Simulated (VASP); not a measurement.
# Al2O3 (R-3c) in VASP: notebook, part 2 of 2

VASP 6.6.1.

### Step 4. Single point, r2SCAN (volume scaled by 0.91, then relaxed in part)

Contents of POSCAR:

```
Al2O3
1.0
    2.3083592897      1.3327318572      4.1885028008
   -2.3083592897      1.3327318572      4.1885028008
    0.0000000000     -2.6654637147      4.1885028008
Al O
4 6
Direct
    0.3517052916      0.3517052916      0.3517052916
    0.1482947084      0.1482947084      0.1482947084
    0.6482947084      0.6482947084      0.6482947084
    0.8517052916      0.8517052916      0.8517052916
    0.5573399965      0.9426600035      0.2500000000
    0.2500000000      0.5573399965      0.9426600035
    0.9426600035      0.2500000000      0.5573399965
    0.4426600035      0.0573399965      0.7500000000
    0.7500000000      0.4426600035      0.0573399965
    0.0573399965      0.7500000000      0.4426600035
```

Contents of INCAR.step1:

```
  PREC = Accurate
  ENCUT = 520
  ISMEAR = 0
  SIGMA = 0.02
  LREAL = False
  LASPH = True
  NELM = 60
  NBANDS = 35
  GGA = PE
  ALGO = Normal
  EDIFF = 1E-4
  LWAVE = True
  LCHARG = False
```

Contents of INCAR.step2:

```
  PREC = Accurate
  ENCUT = 520
  EDIFF = 1E-7
  ISMEAR = 0
  SIGMA = 0.02
  LREAL = False
  LASPH = True
  NELM = 60
  ALGO = Normal
  ISIF = 2
  LWAVE = False
  LCHARG = False
  METAGGA = R2SCAN
  LMIXTAU = True
  NBANDS = 35
  ISTART = 1
```

Contents of KPOINTS:

```
regular mesh
0
Gamma
  6 6 6
```

Potentials or basis: VASP PAW PBE potentials, release 64 (Al, O).

Launch:

```sh
$ cat potpaw_PBE.64/Al/POTCAR potpaw_PBE.64/O/POTCAR > POTCAR
$ cp INCAR.step1 INCAR
$ mpirun -np 1 vasp_std > vasp.out
$ cp INCAR.step2 INCAR
$ mpirun -np 1 vasp_std > vasp.out
```

OUTCAR:

```text
PREC = Accurate
   ENCUT = 520
   EDIFF = 1E-7
   ISMEAR = 0
   LREAL = False
   LASPH = True
   NELM = 60
   ISIF = 2
   METAGGA = R2SCAN
   ISTART = 1

 ion  position               nearest neighbor table
   1  0.352  0.352  0.352-   9 1.80  10 1.80   8 1.80   7 1.91   5 1.91   6 1.91   2 2.56   3 2.71
                             3 2.71   3 2.71   2 3.13   2 3.13   2 3.13
   2  0.148  0.148  0.148-  10 1.80   9 1.80   8 1.80   6 1.91   5 1.91   7 1.91   1 2.56   4 2.71
                             4 2.71   4 2.71   1 3.13   1 3.13   1 3.13
   3  0.648  0.648  0.648-   6 1.80   7 1.80   5 1.80  10 1.91   8 1.91   9 1.91   4 2.56   1 2.71
[... 1142 lines left out ...]
  external PRESSURE =     287.2332338 kB  Pullay stress =       0.0000000 kB

 VOLUME and BASIS-vectors are now :
 -----------------------------------------------------------------------------
  energy-cutoff  :      520.00
  volume of cell :       77.31
      direct lattice vectors                 reciprocal lattice vectors
     2.308359290  1.332731857  4.188502801     0.216604063  0.125056414  0.079582932
    -2.308359290  1.332731857  4.188502801    -0.216604063  0.125056414  0.079582932
     0.000000000 -2.665463715  4.188502801     0.000000000 -0.250112828  0.079582932

 POSITION                                       TOTAL-FORCE (eV/Angst)
 -----------------------------------------------------------------------------------
      0.00000     -0.00000      4.41936        -0.000000      0.000000     -0.029521
      0.00000     -0.00000      1.86340        -0.000000     -0.000000      0.029521
      0.00000     -0.00000      8.14615        -0.000000     -0.000000      0.029521
      0.00000     -0.00000     10.70211        -0.000000      0.000000     -0.029521
     -0.88946      1.33273      7.32988        -0.017628      0.000000      0.000000
     -0.70945     -1.43666      7.32988         0.008814     -0.015266     -0.000000
      1.59891      0.10393      7.32988         0.008814      0.015266     -0.000000
      0.88946     -1.33273      5.23563         0.017628      0.000000     -0.000000
      0.70945      1.43666      5.23563        -0.008814      0.015266     -0.000000
     -1.59891     -0.10393      5.23563        -0.008814     -0.015266     -0.000000
 -----------------------------------------------------------------------------------
    total drift:                               -0.000000     -0.000000      0.000000

  FREE ENERGIE OF THE ION-ELECTRON SYSTEM (eV)
  ---------------------------------------------------
  free  energy   TOTEN  =       -95.6340833297 eV

  energy  without entropy=      -95.6340833297  energy(sigma->0) =      -95.63408333
```

OUTCAR.step1:

```text
PREC = Accurate
   ENCUT = 520
   ISMEAR = 0
   LREAL = False
   LASPH = True
[... 1171 lines left out ...]
      1.59891      0.10393      7.32988        -0.008890     -0.015398      0.000000
      0.88946     -1.33273      5.23563        -0.017780      0.000000     -0.000000
      0.70945      1.43666      5.23563         0.008890     -0.015398      0.000000
     -1.59891     -0.10393      5.23563         0.008890      0.015398      0.000000
 -----------------------------------------------------------------------------------
    total drift:                               -0.000000     -0.000000      0.000000

  FREE ENERGIE OF THE ION-ELECTRON SYSTEM (eV)
  ---------------------------------------------------
  free  energy   TOTEN  =       -73.7316053488 eV

  energy  without entropy=      -73.7316053488  energy(sigma->0) =      -73.73160535
```

OSZICAR.step1:

```text
N       E                     dE             d eps       ncg     rms          rms(c)
DAV:   1     0.226800091794E+03    0.22680E+03   -0.26038E+04  2240   0.133E+03
DAV:   2    -0.707417047187E+02   -0.29754E+03   -0.28888E+03  2850   0.294E+02
DAV:   3    -0.821171330968E+02   -0.11375E+02   -0.11340E+02  2912   0.579E+01
DAV:   4    -0.821989916229E+02   -0.81859E-01   -0.81818E-01  2744   0.567E+00
DAV:   5    -0.821999454701E+02   -0.95385E-03   -0.95375E-03  2847   0.611E-01    0.185E+01
DAV:   6    -0.736986243917E+02    0.85013E+01   -0.27778E+01  2703   0.288E+01    0.639E+00
DAV:   7    -0.737080520156E+02   -0.94276E-02   -0.11291E+00  2760   0.526E+00    0.339E+00
DAV:   8    -0.737277301288E+02   -0.19678E-01   -0.85812E-02  2640   0.220E+00    0.720E-01
DAV:   9    -0.737311446297E+02   -0.34145E-02   -0.25859E-02  2904   0.887E-01    0.344E-01
DAV:  10    -0.737316223223E+02   -0.47769E-03   -0.64718E-04  2493   0.156E-01    0.794E-02
DAV:  11    -0.737316053488E+02    0.16974E-04   -0.30745E-04  2624   0.102E-01
   1 F= -.73731605E+02 E0= -.73731605E+02  d E =-.154428E-20
```

Wall time 4.7 min (1 thread of AMD EPYC 9R45 (Zen 5), shared host); peak memory 0.24 GiB.

What came out:

```yaml
Free_energy: -95.6341 eV
Pressure: 28.7 GPa
Largest_force: 0.030 eV/Å
Band_gap_on_the_k_mesh: 8.38 eV, direct
```

Forces in eV/Å, atoms in the order of the input:
```
Al   0.000  0.000 -0.030
Al   0.000  0.000  0.030
Al   0.000  0.000  0.030
Al   0.000  0.000 -0.030
O   -0.018  0.000  0.000
O    0.009 -0.015  0.000
O    0.009  0.015  0.000
O    0.018  0.000  0.000
O   -0.009  0.015  0.000
O   -0.009 -0.015  0.000
```

Caveat: the PAW data sets were made with another functional, which shifts forces and pressure a little. A k mesh can miss the band edges.

### Step 5. Single point, r2SCAN (volume scaled by 1.10, then relaxed in part)

Contents of POSCAR:

```
Al2O3
1.0
    2.4537492364      1.4166727821      4.4808103321
   -2.4537492364      1.4166727821      4.4808103321
    0.0000000000     -2.8333455643      4.4808103321
Al O
4 6
Direct
    0.3521010279      0.3521010279      0.3521010279
    0.1478989721      0.1478989721      0.1478989721
    0.6478989721      0.6478989721      0.6478989721
    0.8521010279      0.8521010279      0.8521010279
    0.5554386782      0.9445613218      0.2500000000
    0.2500000000      0.5554386782      0.9445613218
    0.9445613218      0.2500000000      0.5554386782
    0.4445613218      0.0554386782      0.7500000000
    0.7500000000      0.4445613218      0.0554386782
    0.0554386782      0.7500000000      0.4445613218
```

Contents of INCAR.step1:

```
SYSTEM = Al2O3
PREC = Accurate
ENCUT = 520
ISMEAR = 0
SIGMA = 0.02
LREAL = .FALSE.
LASPH = .TRUE.
NELM = 60
NBANDS = 35
GGA = PE
ALGO = Normal
EDIFF = 1E-4
LWAVE = .TRUE.
LCHARG = .FALSE.
```

Contents of INCAR.step2:

```
SYSTEM = Al2O3
PREC = Accurate
ENCUT = 520
EDIFF = 1E-7
ISMEAR = 0
SIGMA = 0.02
LREAL = .FALSE.
LASPH = .TRUE.
NELM = 60
ALGO = Normal
ISIF = 2
LWAVE = .FALSE.
LCHARG = .FALSE.
METAGGA = R2SCAN
LMIXTAU = .TRUE.
NBANDS = 35
ISTART = 1
```

Contents of KPOINTS:

```
Automatic mesh
0
G
  6 6 6
  0 0 0
```

Launch:

```sh
$ cat potpaw_PBE.64/Al/POTCAR potpaw_PBE.64/O/POTCAR > POTCAR
$ cp INCAR.step1 INCAR
$ mpirun -np 1 vasp_std > vasp.out
$ cp INCAR.step2 INCAR
$ mpirun -np 1 vasp_std > vasp.out
```

It took 4 min on 1 thread of AMD EPYC 9R45 (Zen 5), shared host; peak memory 0.25 GiB.

The run converged. Its results:

```yaml
Free_energy: -95.6736 eV
Pressure: -20.8 GPa
Largest_force: 0.019 eV/Å
Band_gap_on_the_k_mesh: 5.97 eV, direct
```

Forces on the atoms (eV/Å):
```
Al   0.000  0.000 -0.019
Al   0.000  0.000  0.019
Al   0.000  0.000  0.019
Al   0.000  0.000 -0.019
O   -0.014  0.000  0.000
O    0.007 -0.012  0.000
O    0.007  0.012  0.000
O    0.014  0.000  0.000
O   -0.007  0.012  0.000
O   -0.007 -0.012  0.000
```

Stress tensor (GPa, compression positive):
```
-20.73   0.00   0.00
  0.00 -20.73   0.00
  0.00   0.00 -20.83
```

Levels at points of the mesh, in eV from the valence-band top:
```tsv
k point	band 21	band 22	band 23	band 24	band 25	band 26	band 27	band 28
(0.00, 0.00, 0.00)	-0.40	-0.01	0.00	0.00	5.97	9.38	10.71	11.70
(0.50, 0.00, 0.00)	-0.78	-0.78	-0.21	-0.21	9.34	9.34	9.75	9.75
(0.50, 0.50, 0.00)	-0.87	-0.78	-0.65	-0.20	9.56	9.88	10.10	10.57
(0.50, 0.50, 0.50)	-0.30	-0.30	-0.30	-0.30	8.59	8.59	11.34	11.34
```

Caveat: the PAW data sets were made with another functional, which shifts forces and pressure a little.

### Step 6. Overview

| cell | gap on the mesh (eV) | pressure (GPa) | largest force (eV/Å) |
| --- | --- | --- | --- |
| a = 5.234 Å, angles 55.2°, 10 atoms | 6.43 | -13.9 | 0.02 |
| a = 4.907 Å, angles 55.5°, 10 atoms | 8.83 | 41.9 | 0.04 |
| a = 4.965 Å, angles 55.4°, 10 atoms | 8.38 | 28.7 | 0.03 |
| a = 5.301 Å, angles 55.1°, 10 atoms | 5.97 | -20.8 | 0.02 |

Alike in all rows: task single point; level r2SCAN; potentials or basis VASP PAW PBE potentials, release 64 (Al, O); no spin polarisation; k mesh 6 × 6 × 6; cutoff (eV) 520; smearing gaussian 0.02 eV.

Caveats: the PAW data sets were made with another functional, which shifts forces and pressure a little.

Total energies depend on the potentials used, so only differences within one code and one set of settings carry meaning.
